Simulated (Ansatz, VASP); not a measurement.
# One calculation of RbBr, two programs

```
CELL_PARAMETERS angstrom
0.00000 3.46190 3.46190
3.46190 0.00000 3.46190
3.46190 3.46190 0.00000
ATOMIC_POSITIONS crystal
Rb 0.00000 0.00000 0.00000
Br 0.50000 0.50000 0.50000
```

Alike in both runs: task single point; functional r2SCAN; k mesh 8 × 8 × 8; occupations fermi-dirac, width 0.02 eV; no spin polarisation.

```csv
,VASP,Ansatz
version,VASP 6.6.1,Ansatz 0.2.0
potentials or method,"VASP PAW PBE potentials, release 64 (Rb_sv, Br), cutoff 520 eV",PAW plane waves
valence electrons in the cell,16,16
```

|  | VASP | Ansatz | Ansatz less VASP |
| --- | --- | --- | --- |
| gap on the k mesh at the Fermi level (eV) | 4.89 | 4.89 | 0.000 |
| pressure (GPa) | 0.0 | 0.0 | -0.02 |

VASP's potentials were made for PBE, not for r2SCAN.
